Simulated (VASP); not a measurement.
Set up this calculation in VASP 6.6.1, as the native input.

- Task: single point
- Functional: PBE
- Potentials or basis: VASP PAW PBE potentials, release 64 (Sn_d, Se)
- Cutoff: 520 eV
- k mesh: 6 × 6 × 2
- Occupations: fermi-dirac, width 0.146 eV
- Spin: no spin polarisation
- Dipole correction: no
- Further INCAR settings: ALGO = Normal; EDIFF = 1e-06; NBANDS = 28

The structure of SnSe lies in POSCAR:

```
SnSe
1.0
    5.0747781503      0.0000000000      0.0000000000
   -2.5373890752      4.3948867967      0.0000000000
    0.0000000000      0.0000000000      6.1736757433
Sn Se
2 2
Direct
    0.2910027178      0.6367656619     -0.0271705232
    0.7161594895      0.3645627462      0.4884929377
    0.3249066903      0.6545394985      0.3868632075
    0.6643270841      0.3434639093      0.8818905019
```

These files were run (other wordings do the same):

INCAR

```
SYSTEM = SnSe
ALGO = Normal
EDIFF = 1E-6
ENCUT = 520
GGA = PE
ISIF = 2
ISMEAR = -1
LASPH = .TRUE.
LCHARG = .FALSE.
LREAL = .FALSE.
LWAVE = .FALSE.
NBANDS = 28
NELM = 80
PREC = Accurate
SIGMA = 0.146
```

KPOINTS

```
k-points
0
G
  6 6 2
  0 0 0
```

Potentials or basis: VASP PAW PBE potentials, release 64 (Sn_d, Se).

Command:

```sh
$ cat potpaw_PBE.64/Sn_d/POTCAR potpaw_PBE.64/Se/POTCAR > POTCAR
$ mpirun -np 1 vasp_std > vasp.out
```

It gave:

```
Pressure               : 5.3 GPa
Largest force          : 2.423 eV/Å
Band gap on the k mesh : 0.83 eV (least direct gap 1.51 eV)
```

Caveat: the k points lie up to 0.51 Å⁻¹ apart; the structure was generated, so it needn't be the stable form of SnSe; spin-orbit coupling is left out, which moves the levels of the heavy elements; forces of over 1 eV/Å act on the atoms, so gaps and moduli don't describe the material at rest.

It took 2.5 min on 1 thread of Intel(R) Xeon(R) Platinum 8559C (Emerald Rapids), with other jobs on the host, peak memory 0.33 GiB.
